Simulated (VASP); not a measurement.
A run of VASP 6.6.1:

File INCAR:

```
SYSTEM = TiAlF
PREC = Accurate
ENCUT = 520
EDIFF = 1E-7
ISMEAR = 0
SIGMA = 0.1
LREAL = .FALSE.
LASPH = .TRUE.
NELM = 150
ALGO = Normal
ISIF = 2
LWAVE = .FALSE.
LCHARG = .FALSE.
ISPIN = 2
MAGMOM = 1 1 0 0 0 0
LORBIT = 11
LMAXMIX = 4
GGA = PE
NBANDS = 35
```

Contents of KPOINTS:

```
regular mesh
0
G
  4 4 4
  0 0 0
```

The input POSCAR:

```
TiAlF
1.0
    3.8180584900      0.0000000000      0.0000000000
    0.0000000000      3.8180584900      0.0000000000
    0.0000000000      0.0000000000      6.1006749700
Ti Al F
2 2 2
Direct
    0.0000000000      0.0000000000      0.0000000000
    0.5000000000      0.5000000000      0.0000000000
    0.0000000000      0.5000000000      0.3205159600
    0.5000000000      0.0000000000      0.6794840400
    0.0000000000      0.5000000000      0.8151441800
    0.5000000000      0.0000000000      0.1848558200
```

Potentials or basis: VASP PAW PBE potentials, release 64 (Ti_sv, Al, F).

The run is started by

```bash
$ cat potpaw_PBE.64/Ti_sv/POTCAR potpaw_PBE.64/Al/POTCAR potpaw_PBE.64/F/POTCAR > POTCAR
$ mpirun -np 1 vasp_std > vasp.out
```

Hardware: 1 thread of Intel(R) Xeon(R) 6975P-C (Granite Rapids) (shared host).

Question: Estimate the wall time of this run.

Answer: Wall time 56 s on 1 thread of Intel(R) Xeon(R) 6975P-C (Granite Rapids), on a shared host, peak memory 0.25 GiB. Counts: scf iterations 15, k points 18.
